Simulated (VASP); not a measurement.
# Ni: density of states with LDA

Crystal: Ni.

```
Ni
1.0
     1.70664    0.00000    0.00000
     0.00000    1.70664    0.00000
     0.00000    0.00000    1.70664
Ni
1
Direct
  0.00000 0.00000 0.00000
```

This cell differs from its parent crystal: volume scaled by 0.43.

```json
{
  "Program": "VASP 6.6.1",
  "Task": "density of states",
  "Functional": "LDA",
  "Potentials or basis": "VASP PAW LDA potentials, release 64 (Ni)",
  "Cutoff": "520 eV",
  "k mesh": "19 × 19 × 19",
  "Occupations": "fermi-dirac, width 0.1 eV",
  "Spin": "collinear spin, ferromagnetic start",
  "Starting moments": "[1.0] μB",
  "Dipole correction": "no",
  "k mesh for the DOS": "29 × 29 × 29",
  "Occupations for the DOS": "tetrahedron",
  "Further INCAR settings": "ALGO = Normal; EDIFF = 1e-06; NBANDS = 15"
}
```

```
Net moment : 0.00 μB per cell
```

Levels at points of the mesh, in eV from the Fermi level:
Spin up:
```tsv
k point	band 2	band 3	band 4	band 5	band 6	band 7	band 8	band 9
(0.00, 0.00, 0.00)	-11.71	-11.71	0.26	0.26	0.26	32.39	32.39	32.39
```
Spin down:
```tsv
k point	band 3	band 4	band 5	band 6	band 7	band 8
(0.00, 0.00, 0.00)	-11.71	0.26	0.26	0.26	32.39	32.39
```

Wall time 43 s on 1 thread of Intel(R) Xeon(R) Platinum 8375C CPU @ 2.90GHz (Ice Lake) (shared host), peak memory 0.24 GiB.
